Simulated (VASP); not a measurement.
# Ge (P6_3/mmc) in VASP: a series of runs

The runs below take Ge through single point, with RPBE.

Everything below comes from runs of VASP 6.6.1. Logs are shortened: lines on timing, memory, paths and dates and some standing lists are left out, and cuts for length are marked.

## Step 1: The cell of the first run

It takes space group P6_3/mmc (No. 194, hexagonal). Conventional cell: a = 3.133 Å, b = 3.133 Å, c = 4.855 Å, α = 90.00°, β = 90.00°, γ = 120.00°. Ge (site symmetry -6m2) has 12 Ge at 3.03 to 3.13 Å within 4.0 Å.

This isn't the form of Ge at room conditions, which is diamond.

## Step 2: Single point, RPBE (20.64 Å³/atom)

Contents of INCAR:

```
PREC     = Accurate       # precision mode
ENCUT    = 520            # plane-wave cutoff, eV
EDIFF    = 1E-6           # SCF threshold, eV
ISMEAR   = -1             # smearing method
SIGMA    = 0.1            # smearing width, eV
LREAL    = False          # projectors in reciprocal space
LASPH    = True           # aspherical terms in the spheres
NELM     = 80             # most SCF steps
ALGO     = Normal         # electronic algorithm
ISIF     = 2              # what is computed and relaxed
LWAVE    = False          # write WAVECAR
LCHARG   = True           # write CHGCAR
GGA      = RP             # functional
LELF     = True           # ELF
LVHAR    = True         
NBANDS   = 21             # bands
```

Contents of KPOINTS:

```
regular mesh
0
Gamma
  19 19 11
```

Contents of POSCAR:

```
Ge
1.0
    3.1332250108      0.0000000000      0.0000000000
   -1.5666125054      2.7134524551      0.0000000000
    0.0000000000      0.0000000000      4.8545008427
Ge
2
Direct
    0.3333333333      0.6666666667      0.2500000000
    0.6666666667      0.3333333333      0.7500000000
```

Potentials or basis: VASP PAW PBE potentials, release 64 (Ge_d).

The run is started by

```console
$ cat potpaw_PBE.64/Ge_d/POTCAR > POTCAR
$ mpirun -np 1 vasp_std > vasp.out
```

OUTCAR:

```text
PREC = Accurate
   ENCUT = 520
   EDIFF = 1E-6
   ISMEAR = -1
   LREAL = False
   LASPH = True
   NELM = 80
   ISIF = 2
   GGA = RP

 ion  position               nearest neighbor table
   1  0.333  0.667  0.250-
   2  0.667  0.333  0.750-

  LATTYP: Found a hexagonal cell.
 ALAT       =     3.1332250108
 C/A-ratio  =     1.5493623426

  Lattice vectors:

 A1 = (   3.1332250108,   0.0000000000,   0.0000000000)
 A2 = (  -1.5666125054,   2.7134524551,   0.0000000000)
 A3 = (   0.0000000000,   0.0000000000,   4.8545008427)

Analysis of symmetry for initial positions (statically):
=====================================================================
 Subroutine PRICEL returns:
 Original cell was already a primitive cell.

 Routine SETGRP: Setting up the symmetry group for a
 hexagonal supercell.

 Subroutine GETGRP returns: Found 24 space group operations
 (whereof 12 operations were pure point group operations)
 out of a pool of 24 trial point group operations.

The static configuration has the point symmetry D_3d.
 The point group associated with its full space group is D_6h.

Analysis of symmetry for dynamics (positions and initial velocities):
=====================================================================
 Subroutine PRICEL returns:
 Original cell was already a primitive cell.

 Routine SETGRP: Setting up the symmetry group for a
 hexagonal supercell.

 Subroutine GETGRP returns: Found 24 space group operations
 (whereof 12 operations were pure point group operations)
 out of a pool of 24 trial point group operations.

The dynamic configuration has the point symmetry D_3d.
 The point group associated with its full space group is D_6h.

 Subroutine INISYM returns: Found 24 space group operations
 (whereof 12 operations are pure point group operations),
 and found     1 'primitive' translations

----------------------------------------------------------------------------------------

                                     Primitive cell

  volume of cell :      41.2723

  direct lattice vectors                    reciprocal lattice vectors
     3.133225011  0.000000000  0.000000000     0.319159970  0.184267095  0.000000000
    -1.566612505  2.713452455  0.000000000     0.000000000  0.368534189  0.000000000
     0.000000000  0.000000000  4.854500843     0.000000000  0.000000000  0.205994402

  length of vectors
     3.133225011  3.133225011  4.854500843     0.368534189  0.368534189  0.205994402

  position of ions in fractional coordinates (direct lattice)
     0.333333333  0.666666667  0.250000000
     0.666666667  0.333333333  0.750000000

  ion indices of the primitive-cell ions
   primitive index   ion index
                 1           1
                 2           2

----------------------------------------------------------------------------------------

 KPOINTS: regular mesh

Automatic generation of k-mesh.
 Grid dimensions read from file:
 generate k-points for:   19   19   11

 Generating k-lattice:

  Cartesian coordinates                     Fractional coordinates (reciprocal lattice)
     0.016797893  0.009698268  0.000000000     0.052631579 -0.000000000  0.000000000
     0.000000000  0.019396536  0.000000000     0.000000000  0.052631579  0.000000000
     0.000000000  0.000000000  0.018726764     0.000000000  0.000000000  0.090909091

  Length of vectors
     0.019396536  0.019396536  0.018726764

  Shift w.r.t. Gamma in fractional coordinates (k-lattice)
     0.000000000  0.000000000  0.000000000

 Subroutine IBZKPT returns following result:
 ===========================================

 Found    240 irreducible k-points:

 Following reciprocal coordinates:
            Coordinates               Weight
  0.000000  0.000000  0.000000      1.000000
  0.052632  0.000000  0.000000      6.000000
  0.105263  0.000000  0.000000      6.000000
  0.157895  0.000000  0.000000      6.000000
  0.210526  0.000000  0.000000      6.000000
  0.263158 -0.000000  0.000000      6.000000
[... 16 lines left out ...]
  0.263158  0.105263  0.000000     12.000000
  0.315789  0.105263  0.000000     12.000000
 [... further k-points ...]
   k-points           NKPTS =    240   k-points in BZ     NKDIM =    240   number of bands    NBANDS=     21
   number of dos      NEDOS =    301   number of ions     NIONS =      2
   total plane-waves  NPLWV =  20736
   dimension x,y,z NGX =    24 NGY =   24 NGZ =   36
   dimension x,y,z NGXF=    48 NGYF=   48 NGZF=   72
   ions per type =               2
   NGX,Y,Z   is equivalent  to a cutoff of  12.73, 12.73, 12.33 a.u.
   NGXF,Y,Z  is equivalent  to a cutoff of  25.47, 25.47, 24.66 a.u.
 SYSTEM =  unknown system
   PREC   = accura    normal or accurate (medium, high low for compatibility)
   ISTART =      0    job   : 0-new  1-cont  2-samecut
   ICHARG =      2    charge: 1-file 2-atom 10-const
   ISPIN  =      1    spin polarized calculation?
   LNONCOLLINEAR =      F non collinear calculations
   LSORBIT =      F    spin-orbit coupling
   LASPH  =      T    aspherical Exc in radial PAW
   ENCUT  =  520.0 eV  38.22 Ry    6.18 a.u.   5.83  5.83  9.03*2*pi/ulx,y,z
   NELM   =     80;   NELMIN=  2; NELMDL= -5     # of ELM steps
   EDIFF  = 0.1E-05   stopping-criterion for ELM
   LREAL  =      F    real-space projection
   EDIFFG = 0.1E-04   stopping-criterion for IOM
   NSW    =      0    number of steps for IOM
   IBRION =     -1    ionic relax: 0-MD 1-quasi-New 2-CG
   NFREE  =      0    steps in history (QN), initial steepest desc. (CG)
   ISIF   =      2    stress and relaxation
   ISYM   =      2    0-nonsym 1-usesym 2-fastsym
   POTIM  = 0.5000    time-step for ionic-motion
   TEBEG  =    0.0;   TEEND  =   0.0 temperature during run
   PSTRESS=    0.0 pullay stress
   NELECT =      28.0000    total number of electrons
   NUPDOWN=      -1.0000    fix difference up-down
   EMIN   =  10.00;   EMAX   =-10.00  energy-range for DOS
   EFERMI =   0.00;   METHOD = LEGACY
   ISMEAR =    -1;   SIGMA  =   0.10  broadening in eV -4-tet -1-fermi 0-gaus
   EFERMI_NEDOS =   21; number of points for ismear=-14 and -15
   IALGO  =     38    algorithm
   IMIX   =      4    mixing-type and parameters
     AMIX     =   0.40;   BMIX     =  1.00
     AMIX_MAG =   1.60;   BMIX_MAG =  1.00
  volume/ion in A,a.u.               =      20.64       139.26
  Fermi-wavevector in a.u.,A,eV,Ry     =   1.438494  2.718359 28.154058  2.069265
  Thomas-Fermi vector in A             =   2.557455
   LORBIT       =      0    0 simple, 1 ext, 2 COOP (PROOUT), +10 PAW based schemes
   GGA     = RP    functional components
   LHFCALC =     F    Hartree Fock is set to
   AEXX    =    0.0000 exact exchange contribution
   IVDW    =     0    specifies the selected vdW correction
   LEPSILON=     F    determine dielectric tensor
   LRPA    =     F    only Hartree local field effects (RPA)
 non-spin polarized calculation
  energy-cutoff  :      520.00
  volume of cell :       41.27
 maximum number of plane-waves:      1123
 NGX is ok and might be reduce to    24
   NGX = 11   NGY = 11   NGZ = 19

 number of electron      27.9999970 magnetization

 Free energy of the ion-electron system (eV)
  ---------------------------------------------------
  ext. energy  EPLUGINS =         0.00000000
  ---------------------------------------------------
  free energy    TOTEN  =        -7.64073475 eV

  energy without entropy =       -7.60760157  energy(sigma->0) =       -7.62416816

 E-fermi :   5.9691     XC(G=0): -10.7546

 val. band max:        5.9564536298   @ k =   0.2105   0.1579   0.0000
 cond. band min:       5.9699772308   @ k =   0.3158   0.2632   0.0909
 fundamental gap:      0.0135236010
 Fermi energy:         5.9690569615

 k-point     1 :       0.0000    0.0000    0.0000
  band No.  band energies     occupation
      1     -18.8056      2.00000
      2     -18.8056      2.00000
      3     -18.8027      2.00000
      4     -18.7995      2.00000
      5     -18.7995      2.00000
      6     -18.7941      2.00000
[... 13 lines left out ...]
     20      17.9832      0.00000
     21      19.0545      0.00000

 k-point     2 :       0.0526    0.0000    0.0000
  band No.  band energies     occupation
      1     -18.8074      2.00000
      2     -18.8041      2.00000
      3     -18.8041      2.00000
      4     -18.7980      2.00000
      5     -18.7968      2.00000
      6     -18.7922      2.00000
[... 13 lines left out ...]
     20      17.7224      0.00000
     21      19.0510      0.00000

 k-point     3 :       0.1053    0.0000    0.0000
  band No.  band energies     occupation
      1     -18.8120      2.00000
      2     -18.8045      2.00000
      3     -18.7997      2.00000
      4     -18.7937      2.00000
      5     -18.7931      2.00000
      6     -18.7929      2.00000
[... 13 lines left out ...]
     20      17.8139      0.00000
     21      19.2364      0.00000

 k-point     4 :       0.1579    0.0000    0.0000
  band No.  band energies     occupation
      1     -18.8177      2.00000
      2     -18.8040      2.00000
      3     -18.7959      2.00000
      4     -18.7958      2.00000
      5     -18.7930      2.00000
      6     -18.7884      2.00000
[... 13 lines left out ...]
     20      18.7859      0.00000
     21      18.8262      0.00000

 k-point     5 :       0.2105    0.0000    0.0000
  band No.  band energies     occupation
      1     -18.8238      2.00000
      2     -18.8035      2.00000
      3     -18.7996      2.00000
      4     -18.7993      2.00000
      5     -18.7847      2.00000
      6     -18.7840      2.00000
[... 13 lines left out ...]
     20      18.0209      0.00000
     21      19.0160      0.00000
[... 382 lines left out ...]
     20      16.7556      0.00000
     21      17.5516      0.00000

 k-point    22 :       0.2105    0.1053    0.0000
  band No.  band energies     occupation
      1     -18.8238      2.00000
      2     -18.8088      2.00000
      3     -18.8067      2.00000
      4     -18.7999      2.00000
      5     -18.7836      2.00000
      6     -18.7717      2.00000
[... 13 lines left out ...]
     20      15.8987      0.00000
     21      18.5826      0.00000

 k-point    23 :       0.2632    0.1053    0.0000
  band No.  band energies     occupation
      1     -18.8289      2.00000
      2     -18.8141      2.00000
      3     -18.8038      2.00000
      4     -18.8017      2.00000
      5     -18.7795      2.00000
      6     -18.7634      2.00000
[... 13 lines left out ...]
     20      15.2710      0.00000
     21      19.3084      0.00000

 k-point    24 :       0.3158    0.1053    0.0000
  band No.  band energies     occupation
      1     -18.8331      2.00000
      2     -18.8188      2.00000
      3     -18.8030      2.00000
      4     -18.8019      2.00000
      5     -18.7747      2.00000
      6     -18.7628      2.00000
[... 13 lines left out ...]
     20      14.8341      0.00000
     21      19.4352      0.00000

 [... further k-points ...]

------------------------ aborting loop because EDIFF is reached ----------------------------------------

  FORCE on cell =-STRESS in cart. coord.  units (eV):
  Direction    XX          YY          ZZ          XY          YZ          ZX
  --------------------------------------------------------------------------------------
  -------------------------------------------------------------------------------------
  Total       -0.7353358     -0.7353358     -0.0766714      0.0000000      0.0000000      0.0000000
  in kB      -28.5455153    -28.5455153     -2.9763622      0.0000000      0.0000000      0.0000000
  external PRESSURE =     -20.0224642 kB  Pullay stress =       0.0000000 kB

 VOLUME and BASIS-vectors are now :
 -----------------------------------------------------------------------------
  energy-cutoff  :      520.00
  volume of cell :       41.27
      direct lattice vectors                 reciprocal lattice vectors
     3.133225011  0.000000000  0.000000000     0.319159970  0.184267095  0.000000000
    -1.566612505  2.713452455  0.000000000     0.000000000  0.368534189  0.000000000
     0.000000000  0.000000000  4.854500843     0.000000000  0.000000000  0.205994402

 POSITION                                       TOTAL-FORCE (eV/Angst)
 -----------------------------------------------------------------------------------
     -0.00000      1.80897      1.21363        -0.000000     -0.000000      0.000000
      1.56661      0.90448      3.64088         0.000000      0.000000      0.000000
 -----------------------------------------------------------------------------------
    total drift:                               -0.000000      0.000000      0.000000

  FREE ENERGIE OF THE ION-ELECTRON SYSTEM (eV)
  ---------------------------------------------------
  free  energy   TOTEN  =        -7.6407347469 eV

  energy  without entropy=       -7.6076015713  energy(sigma->0) =       -7.62416816
```

Wall time 64 s (1 thread of Intel Xeon Platinum 8488C (Sapphire Rapids), shared host); peak memory 0.27 GiB.

What came out:

```yaml
Free_energy: -7.6407 eV
Pressure: -2.0 GPa
Band_gap_on_the_k_mesh: zero (bands 14 and 15 overlap by 8.42 eV)
```

Caveat: the PAW data sets were made with another functional, which shifts forces and pressure a little.

## Step 3: Single point, RPBE (21.43 Å³/atom)

This run uses another cell than the first one, of 21.43 Å³/atom.

Contents of INCAR:

```
SYSTEM = Ge
ALGO = Normal ; EDIFF = 1E-6
ENCUT = 520 ; GGA = RP
ISIF = 2 ; ISMEAR = -1
LASPH = .True. ; LCHARG = .False.
LREAL = .False. ; LWAVE = .False.
NBANDS = 21 ; NELM = 60
PREC = Accurate ; SIGMA = 0.1
```

Contents of KPOINTS:

```
k-points
0
Gamma
  19 19 11
  0 0 0
```

Contents of POSCAR:

```
Ge
1.0
    3.1728902977      0.0000000000      0.0000000000
   -1.5864451488      2.7478036012      0.0000000000
    0.0000000000      0.0000000000      4.9159567445
Ge
2
Direct
    0.3333333333      0.6666666667      0.2500000000
    0.6666666667      0.3333333333      0.7500000000
```

Potentials or basis: VASP PAW PBE potentials, release 64 (Ge_d).

The run is started by

```console
$ cat potpaw_PBE.64/Ge_d/POTCAR > POTCAR
$ mpirun -np 1 vasp_std > vasp.out
```

Run time: 71 s. Hardware: 1 thread of Intel Xeon Platinum 8488C (Sapphire Rapids), shared host; peak memory 0.28 GiB.

Results (log left out):

| Quantity | Value |
| --- | --- |
| Free energy | -7.6132 eV |
| Pressure | -3.7 GPa |
| Band gap on the k mesh | zero (bands 14 and 15 overlap by 8.07 eV) |

Stress tensor (GPa, compression positive):
```
-4.54  0.00  0.00
 0.00 -4.54  0.00
 0.00  0.00 -2.16
```

Levels at points of the mesh, in eV from the Fermi level:
```
           k point  band 11  band 12  band 13  band 14  band 15  band 16  band 17  band 18
(0.00, 0.00, 0.00)   -12.15    -7.06    -4.64     5.38     5.38     7.25     7.25     8.70
```

Caveat: the cell stands under tension; the PAW data sets were made with another functional, which shifts forces and pressure a little.

## Step 4: Single point, RPBE (22.22 Å³/atom)

This run uses another cell than the first one, of 22.22 Å³/atom.

Contents of INCAR:

```
PREC = Accurate
ENCUT = 520
EDIFF = 1E-7
ISMEAR = -1
SIGMA = 0.1
LREAL = False
LASPH = True
NELM = 60
ALGO = Normal
ISIF = 2
LWAVE = False
LCHARG = True
GGA = RP
LELF = True
LVHAR = True
NBANDS = 21
```

Contents of KPOINTS:

```
Automatic mesh
0
Gamma
  19 19 11
```

Contents of POSCAR:

```
Ge
1.0
    3.2115878956      0.0000000000      0.0000000000
   -1.6057939478      2.7813167041      0.0000000000
    0.0000000000      0.0000000000      4.9759133455
Ge
2
Direct
    0.3333333333      0.6666666667      0.2500000000
    0.6666666667      0.3333333333      0.7500000000
```

The run is started by

```console
$ cat potpaw_PBE.64/Ge_d/POTCAR > POTCAR
$ mpirun -np 1 vasp_std > vasp.out
```

Wall time 93 s (1 thread of Intel Xeon Platinum 8488C (Sapphire Rapids), shared host); peak memory 0.29 GiB.

Results (log left out):

* Free energy: -7.5703 eV
* Pressure: -5.1 GPa
* Band gap on the k mesh: zero (bands 14 and 15 overlap by 7.72 eV)

Stress tensor (GPa, compression positive):
```
-5.80  0.00  0.00
 0.00 -5.80  0.00
 0.00  0.00 -3.63
```

Levels at points of the mesh, in eV from the Fermi level:
```
           k point  band 12  band 13  band 14  band 15  band 16  band 17
(0.00, 0.00, 0.00)    -7.03    -4.45     5.18     5.18     6.98     6.98
```

Caveat: the cell stands under tension; the PAW data sets were made with another functional, which shifts forces and pressure a little.

## Step 5: Summary

| cell | gap on the mesh (eV) | pressure (GPa) |
| --- | --- | --- |
| a = 3.133, b = 3.133, c = 4.855 Å, angles 90.0, 90.0, 120.0°, 2 atoms | none | -2.0 |
| a = 3.173, b = 3.173, c = 4.916 Å, angles 90.0, 90.0, 120.0°, 2 atoms | none | -3.7 |
| a = 3.212, b = 3.212, c = 4.976 Å, angles 90.0, 90.0, 120.0°, 2 atoms | none | -5.1 |

Alike in all rows: task single point; level RPBE; potentials or basis VASP PAW PBE potentials, release 64 (Ge_d); no spin polarisation; k mesh 19 × 19 × 11; cutoff (eV) 520; smearing fermi-dirac 0.1 eV.

Caveats: the PAW data sets were made with another functional, which shifts forces and pressure a little; the cell stands under tension (at least some runs).

Absolute energies hang on the potentials; compare differences alone.
